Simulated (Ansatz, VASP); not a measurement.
# Two plane-wave programs on Be2CdS3

Contents of INCAR:

```
SYSTEM = Be2CdS3
  ALGO = Normal
  EDIFF = 1E-6
  ENCUT = 600
  GGA = PE
  GGA_COMPAT = .False.
  ISIF = 2
  ISMEAR = 0
  LASPH = .True.
  LCHARG = .True.
  LELF = .True.
  LREAL = .False.
  LVHAR = .True.
  LWAVE = .False.
  NBANDS = 30
  NELM = 120
  PREC = Accurate
  SIGMA = 0.1
```

File KPOINTS:

```
k-points
0
Gamma
  6 6 4
  0 0 0
```

The input POSCAR:

```
Be2CdS3
1.0
    5.0287213500      0.0000000000      0.0000000000
   -2.5143606700      4.3550004400      0.0000000000
    0.0000000000      0.0000000000      5.0152669300
Be Cd S
2 1 3
Direct
    0.6666666700      0.3333333300      0.0000000000
    0.6666666700      0.3333333300      0.5000000000
    0.0000000000      0.0000000000      0.0000000000
    0.1475954100      0.8524045900      0.5000000000
    0.1475954100      0.2951908100      0.5000000000
    0.7048091900      0.8524045900      0.5000000000
```

Input for Ansatz:

```yaml
crystal:
  lattice:
    - [5.02872135, 0.0, 0.0]
    - [-2.51436067, 4.35500044, 0.0]
    - [0.0, 0.0, 5.01526693]
  atoms:
    - { symbol: Be, position: [0.66666667, 0.33333333, 0.0] }
    - { symbol: Be, position: [0.66666667, 0.33333333, 0.5] }
    - { symbol: Cd, position: [0.0, 0.0, 0.0] }
    - { symbol: S, position: [0.14759541, 0.85240459, 0.5] }
    - { symbol: S, position: [0.14759541, 0.29519081, 0.5] }
    - { symbol: S, position: [0.70480919, 0.85240459, 0.5] }
basis:
  ecutwfc: 420
kpoints:
  mp_grid: { grid: [6, 6, 4] }
hamiltonian:
  xc: pbe
scf:
  occupations: { method: gaussian, width: 0.1 }
  lower_state_search: "off"
output:
  forces: true
  stress: true
  eigenvalues: true
```

Alike in both runs: task single point; functional PBE; k mesh 6 × 6 × 4; occupations gaussian, width 0.1 eV; no spin polarisation.

|  | VASP | Ansatz |
| --- | --- | --- |
| version | VASP 6.6.1 | Ansatz 0.2.0 |
| potentials or method | VASP PAW PBE potentials, release 64 (Be, Cd_sv_GW, S), cutoff 600 eV | scalar-relativistic, plane waves, PAW |
| valence electrons in the cell | 42 | 42 |

Ansatz gave:

- gap on the k mesh at the Fermi level (eV): none
- pressure (GPa): 5.7
- traceless stress, the component that is largest in VASP (GPa): -3.03
- rms of the force components (eV/Å): 0.842

**Question.** Which values does VASP return?

**Answer.** gap on the k mesh at the Fermi level (eV): none; pressure (GPa): 5.4; traceless stress, the component that is largest in VASP (GPa): -2.89; rms of the force components (eV/Å): 0.800.

Atom by atom the forces differ by 0.042 eV/Å (rms over components). A gap of «none» marks a metal or a gap that the smearing closes.
